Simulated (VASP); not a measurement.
Here is a VASP 6.6.1 calculation.

The input INCAR:

```
  PREC = Accurate
  ENCUT = 520
  EDIFF = 1E-7
  ISMEAR = -1
  SIGMA = 0.05
  LREAL = F
  LASPH = T
  NELM = 100
  ALGO = Normal
  ISIF = 2
  LWAVE = F
  LCHARG = F
  GGA = PS
  IVDW = 12
  NBANDS = 9
```

File KPOINTS:

```
Automatic mesh
0
Gamma
  10 10 5
```

The input POSCAR:

```
Mg
1.0
    3.2515324747      0.0000000000      0.0000000000
   -1.6257662373      2.8159097243      0.0000000000
    0.0000000000      0.0000000000      5.2788644417
Mg
2
Direct
    0.6666666667      0.3333333333      0.7500000000
    0.3333333333      0.6666666667      0.2500000000
```

Potentials or basis: VASP PAW PBE potentials, release 64 (Mg).

Run with:

```bash
$ cat potpaw_PBE.64/Mg/POTCAR > POTCAR
$ mpirun -np 1 vasp_std > vasp.out
```

Q: What does it give for the band gap on the k mesh?

A: Zero (band 2 reaches 3.00 eV, above the bottom of band 3 at 1.09 eV).

Q: Predict the dispersion energy per atom.

A: -0.248 eV.

Q: Predict the pressure.

A: -4.0 GPa.

Stress tensor (GPa, compression positive):
```
-4.41  0.00  0.00
 0.00 -4.41  0.00
 0.00  0.00 -3.20
```

Caveat: the PAW data sets were made with another functional, which shifts forces and pressure a little; pairwise dispersion overbinds metals, which lowers pressure and volume.
